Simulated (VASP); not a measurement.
# CrGaC4N4 (P-43m) in VASP: single point with PBE

Aim: the single point of CrGaC4N4 with PBE.

All numbers are computed with VASP 6.6.1; they aren't measurements. Logs are shortened: lines on timing, memory, paths and dates and some standing lists are left out, and cuts for length are marked.

## 1. The cell of the first run

It takes space group P-43m (No. 215, cubic). The conventional cell has a = 5.884 Å, b = 5.884 Å, c = 5.884 Å, α = 90.00°, β = 90.00°, γ = 90.00°. Within 2.7 Å of Cr (site symmetry -43m) lie 4 N at 2.03 Å. Ga (site symmetry -43m) has 4 C at 1.90 Å within 2.5 Å. C (site symmetry 3m) has 1 N at 1.17 Å within 1.6 Å. Within 1.6 Å of N (site symmetry 3m) lie 1 C at 1.17 Å.

## 2. Single point, PBE, collinear spin, ferromagnetic start

INCAR reads:

```
SYSTEM = CrGaC4N4
PREC     = Accurate       ! precision mode
ENCUT    = 800            ! plane-wave cutoff, eV
EDIFF    = 1E-6           ! SCF threshold, eV
ISMEAR   = 0              ! smearing method
SIGMA    = 0.1            ! smearing width, eV
LREAL    = .FALSE.        ! projectors in reciprocal space
LASPH    = .TRUE.         ! aspherical terms in the spheres
NELM     = 300            ! most SCF steps
ALGO     = All            ! electronic algorithm
ISIF     = 2              ! what is computed and relaxed
LWAVE    = .FALSE.        ! write WAVECAR
LCHARG   = .FALSE.        ! write CHGCAR
ISPIN    = 2              ! spin polarisation
MAGMOM   = 3 0 0 0 0 0 0 0 0 0 ! initial moments
LORBIT   = 11             ! projections on sites
LMAXMIX  = 4              ! l up to which the mixer works
GGA      = PE             ! functional
NBANDS   = 46             ! bands
GGA_COMPAT= .FALSE.      
ISEARCH  = 1            
KPAR     = 4
```

KPOINTS reads:

```
Automatic mesh
0
G
  4 4 4
  0 0 0
```

POSCAR reads:

```
CrGaC4N4
1.0
    5.8843539400      0.0000000000      0.0000000000
    0.0000000000      5.8843539400      0.0000000000
    0.0000000000      0.0000000000      5.8843539400
Cr Ga C N
1 1 4 4
Direct
    0.5000000000      0.5000000000      0.5000000000
    0.0000000000      0.0000000000      0.0000000000
    0.1860282600      0.1860282600      0.1860282600
    0.1860282600      0.8139717400      0.8139717400
    0.8139717400      0.1860282600      0.8139717400
    0.8139717400      0.8139717400      0.1860282600
    0.3008241800      0.3008241800      0.3008241800
    0.3008241800      0.6991758200      0.6991758200
    0.6991758200      0.3008241800      0.6991758200
    0.6991758200      0.6991758200      0.3008241800
```

Potentials or basis: VASP PAW PBE potentials, release 64 (Cr_pv, Ga_d, C, N).

On the command line:

```
$ cat potpaw_PBE.64/Cr_pv/POTCAR potpaw_PBE.64/Ga_d/POTCAR potpaw_PBE.64/C/POTCAR potpaw_PBE.64/N/POTCAR > POTCAR
$ mpirun -np 4 vasp_std > vasp.out
```

OUTCAR:

```text
SYSTEM = CrGaC4N4
   PREC = Accurate
   ENCUT = 800
   EDIFF = 1E-6
   ISMEAR = 0
   LREAL = .FALSE.
   LASPH = .TRUE.
   NELM = 300
   ISIF = 2
   ISPIN = 2
   LORBIT = 11
   GGA = PE

 ion  position               nearest neighbor table
   1  0.500  0.500  0.500-   7 2.03   8 2.03   9 2.03  10 2.03
   2  0.000  0.000  0.000-   3 1.90   4 1.90   5 1.90   6 1.90
   3  0.186  0.186  0.186-   7 1.17   2 1.90
   4  0.186  0.814  0.814-   8 1.17   2 1.90
   5  0.814  0.186  0.814-   9 1.17   2 1.90
   6  0.814  0.814  0.186-  10 1.17   2 1.90
   7  0.301  0.301  0.301-   3 1.17   1 2.03
   8  0.301  0.699  0.699-   4 1.17   1 2.03
   9  0.699  0.301  0.699-   5 1.17   1 2.03
  10  0.699  0.699  0.301-   6 1.17   1 2.03

  LATTYP: Found a simple cubic cell.
 ALAT       =     5.8843539400

  Lattice vectors:

 A1 = (   5.8843539400,   0.0000000000,   0.0000000000)
 A2 = (   0.0000000000,   5.8843539400,   0.0000000000)
 A3 = (   0.0000000000,   0.0000000000,   5.8843539400)

Analysis of symmetry for initial positions (statically):
=====================================================================
 Subroutine PRICEL returns:
 Original cell was already a primitive cell.

 Routine SETGRP: Setting up the symmetry group for a
 simple cubic supercell.

 Subroutine GETGRP returns: Found 24 space group operations
 (whereof 24 operations were pure point group operations)
 out of a pool of 48 trial point group operations.

The static configuration has the point symmetry T_d .

Analysis of symmetry for dynamics (positions and initial velocities):
=====================================================================
 Subroutine PRICEL returns:
 Original cell was already a primitive cell.

 Routine SETGRP: Setting up the symmetry group for a
 simple cubic supercell.

 Subroutine GETGRP returns: Found 24 space group operations
 (whereof 24 operations were pure point group operations)
 out of a pool of 48 trial point group operations.

The dynamic configuration has the point symmetry T_d .

Analysis of structural, dynamic, and magnetic symmetry:
=====================================================================
 Subroutine PRICEL returns:
 Original cell was already a primitive cell.

 Routine SETGRP: Setting up the symmetry group for a
 simple cubic supercell.

 Subroutine GETGRP returns: Found 24 space group operations
 (whereof 24 operations were pure point group operations)
 out of a pool of 48 trial point group operations.

The overall configuration has the point symmetry T_d .

[... 148 lines left out ...]

 val. band max:        0.7164846979   @ k =   0.5000   0.5000   0.0000
 cond. band min:       1.7669737843   @ k =   0.0000   0.0000   0.0000
 fundamental gap:      1.0504890864
 Fermi energy:         1.2718825371

 spin component 1

 k-point     1 :       0.0000    0.0000    0.0000
  band No.  band energies     occupation
      1     -43.0849      1.00000
      2     -43.0849      1.00000
      3     -43.0849      1.00000
      4     -18.4779      1.00000
      5     -18.3539      1.00000
      6     -18.3539      1.00000
[... 439 lines left out ...]
     41       4.3732      0.00000
     42       6.0578      0.00000
 Fermi energy:         1.2718825371

 spin component 2

 k-point     1 :       0.0000    0.0000    0.0000
  band No.  band energies     occupation
      1     -39.3736      1.00000
      2     -39.3736      1.00000
      3     -39.3736      1.00000
      4     -18.4301      1.00000
      5     -18.3123      1.00000
      6     -18.3123      1.00000
[... 439 lines left out ...]
     41       4.8563      0.00000
     42       6.5588      0.00000
 [bands above 42 left out]

------------------------ aborting loop because EDIFF is reached ----------------------------------------

  FORCE on cell =-STRESS in cart. coord.  units (eV):
  Direction    XX          YY          ZZ          XY          YZ          ZX
  --------------------------------------------------------------------------------------
  -------------------------------------------------------------------------------------
  Total        3.3447346      3.3447346      3.3447346     -0.0000000      0.0000000     -0.0000000
  in kB       26.3012193     26.3012193     26.3012193     -0.0000000      0.0000000     -0.0000000
  external PRESSURE =      26.3012193 kB  Pullay stress =       0.0000000 kB

 VOLUME and BASIS-vectors are now :
 -----------------------------------------------------------------------------
  energy-cutoff  :      800.00
  volume of cell :      203.75
      direct lattice vectors                 reciprocal lattice vectors
     5.884353940  0.000000000  0.000000000     0.169942191  0.000000000  0.000000000
     0.000000000  5.884353940  0.000000000     0.000000000  0.169942191  0.000000000
     0.000000000  0.000000000  5.884353940     0.000000000  0.000000000  0.169942191

 POSITION                                       TOTAL-FORCE (eV/Angst)
 -----------------------------------------------------------------------------------
      2.94218      2.94218      2.94218        -0.000000      0.000000     -0.000000
      0.00000      0.00000      0.00000        -0.000000      0.000000     -0.000000
      1.09466      1.09466      1.09466         0.508196      0.508196      0.508196
      1.09466      4.78970      4.78970         0.508196     -0.508196     -0.508196
      4.78970      1.09466      4.78970        -0.508196      0.508196     -0.508196
      4.78970      4.78970      1.09466        -0.508196     -0.508196      0.508196
      1.77016      1.77016      1.77016         0.186289      0.186289      0.186289
      1.77016      4.11420      4.11420         0.186289     -0.186289     -0.186289
      4.11420      1.77016      4.11420        -0.186289      0.186289     -0.186289
      4.11420      4.11420      1.77016        -0.186289     -0.186289      0.186289
 -----------------------------------------------------------------------------------
    total drift:                               -0.000000     -0.000000      0.000000

  FREE ENERGIE OF THE ION-ELECTRON SYSTEM (eV)
  ---------------------------------------------------
  free  energy   TOTEN  =       -79.0745099570 eV

  energy  without entropy=      -79.0745099570  energy(sigma->0) =      -79.07450996

 total charge

# of ion       s       p       d       tot
------------------------------------------
    1        0.225   6.271   4.132  10.628
    2        0.801   1.129  10.151  12.081
    3        0.944   1.696   0.000   2.640
    4        0.944   1.696   0.000   2.640
    5        0.944   1.696   0.000   2.640
    6        0.944   1.696   0.000   2.640
    7        1.304   2.536   0.000   3.839
    8        1.304   2.536   0.000   3.839
    9        1.304   2.536   0.000   3.839
   10        1.304   2.536   0.000   3.839
--------------------------------------------------
tot         10.016  24.328  14.283  48.627

 magnetization (x)

# of ion       s       p       d       tot
------------------------------------------
    1        0.023   0.088   3.580   3.691
    2       -0.006  -0.009   0.028   0.013
    3        0.010   0.110   0.000   0.121
    4        0.010   0.110   0.000   0.121
    5        0.010   0.110   0.000   0.121
    6        0.010   0.110   0.000   0.121
    7       -0.005  -0.044   0.000  -0.049
    8       -0.005  -0.044   0.000  -0.049
    9       -0.005  -0.044   0.000  -0.049
   10       -0.005  -0.044   0.000  -0.049
--------------------------------------------------
tot          0.040   0.344   3.608   3.992
```

OSZICAR:

```text
N       E                     dE             d eps       ncg     rms           ort
DAV:   1     0.723000781927E+03    0.72300E+03   -0.37728E+04   460   0.202E+03
DAV:   2     0.258375694746E+02   -0.69716E+03   -0.63922E+03   460   0.528E+02
DAV:   3    -0.840052204220E+02   -0.10984E+03   -0.10632E+03   460   0.179E+02
DAV:   4    -0.906023241015E+02   -0.65971E+01   -0.64151E+01   460   0.466E+01
DAV:   5    -0.908141102811E+02   -0.21179E+00   -0.21040E+00   460   0.735E+00
SDA:   6     0.566308691024E+00    0.91380E+02   -0.21040E+00   460   0.103E+04   0.000E+00
 trl   7    -0.587128932743E+02   -0.59279E+02   -0.65468E+02   460   0.103E+04  -0.259E+03
CGA:   8    -0.692098152366E+02   -0.69776E+02   -0.65468E+02   460   0.782E+02  -0.169E+03
CGA:   9    -0.773099151396E+02   -0.81001E+01   -0.75441E+01   460   0.497E+01   0.106E+01
CGA:  10    -0.785167548625E+02   -0.12068E+01   -0.11725E+01   460   0.182E+01   0.469E+00
CGA:  11    -0.788734228413E+02   -0.35667E+00   -0.35652E+00   460   0.774E+00  -0.137E-01
CGA:  12    -0.790132888606E+02   -0.13987E+00   -0.13998E+00   460   0.130E+00   0.143E-01
CGA:  13    -0.790537888565E+02   -0.40500E-01   -0.40599E-01   460   0.599E-01  -0.858E-03
[... 13 lines left out ...]
CGA:  27    -0.790745091483E+02   -0.16246E-05   -0.16515E-05   460   0.407E-05  -0.264E-06
CGA:  28    -0.790745099570E+02   -0.80868E-06   -0.80861E-06   460   0.156E-05  -0.529E-08
   1 F= -.79074510E+02 E0= -.79074510E+02  d E =-.736066E-13  mag=     5.0000
```

stdout:

```text
POSCAR found type information on POSCAR CrGaC N
 POSCAR found :  4 types and      10 ions
 scaLAPACK will be used
 LDA part: xc-table for (Slater+PW92), standard interpolation
 POSCAR, INCAR and KPOINTS ok, starting setup
[... 46 lines left out ...]
 gam= 0.696 trial= 0.506  step=  0.6686 mean=  0.5059
 gam= 0.574 g(H,U,f)=  0.344E-05 0.112E-05 0.100E-18 ort(H,U,f) = 0.590E-06-0.583E-06-0.121E-17
 gam= 0.574 trial= 0.522  step=  0.7244 mean=  0.5222
 gam= 0.893 g(H,U,f)=  0.255E-05 0.152E-05 0.104E-16 ort(H,U,f) = 0.260E-06-0.524E-06-0.119E-16
 gam= 0.893 trial= 0.542  step=  0.4218 mean=  0.5424
 gam= 0.384 g(H,U,f)=  0.125E-05 0.315E-06 0.372E-17 ort(H,U,f) = 0.198E-06-0.204E-06-0.144E-18
 gam= 0.384 trial= 0.530  step=  0.7157 mean=  0.5303
 final diagonalization occupied
```

Run time: 5.6 min. Hardware: 4 MPI ranks of Intel Xeon Platinum 8259CL at 2.50GHz (Skylake/Cascade Lake), shared host; peak memory 0.97 GiB.

What came out:

```yaml
Free_energy: -79.0745 eV
Pressure: 2.6 GPa
Largest_force: 0.880 eV/Å
Band_gap_on_the_k_mesh: 1.05 eV (least direct gap 1.11 eV)
Net_moment: 5.00 μB per cell
Site_moments: Cr +3.69; Ga +0.01; C +0.12; N -0.05 μB
Valence_electrons_inside_the_program's_atomic_spheres: Cr 10.63; Ga 12.08; C 2.64; N 3.84
```

Forces on the atoms (eV/Å):
```
Cr   0.000  0.000  0.000
Ga   0.000  0.000  0.000
C    0.508  0.508  0.508
C    0.508 -0.508 -0.508
C   -0.508  0.508 -0.508
C   -0.508 -0.508  0.508
N    0.186  0.186  0.186
N    0.186 -0.186 -0.186
N   -0.186  0.186 -0.186
N   -0.186 -0.186  0.186
```

Caveat: a cell with one magnetic atom can't hold antiferromagnetic order, which such compounds often take.
